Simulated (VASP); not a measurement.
Set up this calculation in VASP 6.6.1, as the native input.

* Task: single point
* Functional: PBE
* Potentials or basis: VASP PAW PBE potentials, release 64 (B, N)
* Cutoff: 520 eV
* k mesh: 12 × 12 × 4
* Occupations: methfessel-paxton, width 0.01 eV
* Spin: no spin polarisation
* Dipole correction: no
* Further INCAR settings: ALGO = Normal; EDIFF = 1e-07; NBANDS = 16

The structure of BN lies in POSCAR:

```
BN
1.0
    2.4982400000      0.0000000000      0.0000000000
   -1.2491200000      2.1635393000      0.0000000000
    0.0000000000      0.0000000000      6.6357000000
B N
2 2
Direct
    0.3333333300      0.6666666700      0.2500000000
    0.6666666700      0.3333333300      0.7500000000
    0.3333333300      0.6666666700      0.7500000000
    0.6666666700      0.3333333300      0.2500000000
```

These files were run (other wordings do the same):

INCAR

```
SYSTEM = BN
PREC = Accurate
ENCUT = 520
EDIFF = 1E-7
ISMEAR = 1
SIGMA = 0.01
LREAL = .False.
LASPH = .True.
NELM = 60
ALGO = Normal
ISIF = 2
LWAVE = .False.
LCHARG = .False.
GGA = PE
NBANDS = 16
```

KPOINTS

```
regular mesh
0
Gamma
  12 12 4
  0 0 0
```

Potentials or basis: VASP PAW PBE potentials, release 64 (B, N).

The run is started by

```bash
$ cat potpaw_PBE.64/B/POTCAR potpaw_PBE.64/N/POTCAR > POTCAR
$ mpirun -np 1 vasp_std > vasp.out
```

It gave:

```json
{
  "Pressure": "5.1 GPa",
  "Band gap on the k mesh": "4.29 eV, indirect (least direct gap 4.66 eV)"
}
```

Caveat: this functional lacks dispersion, which binds the layers, so the pressure and a relaxed spacing across them are unreliable.

Run time: 51 s on 1 thread of Intel Xeon 6975P-C, on a shared host, peak memory 0.16 GiB.
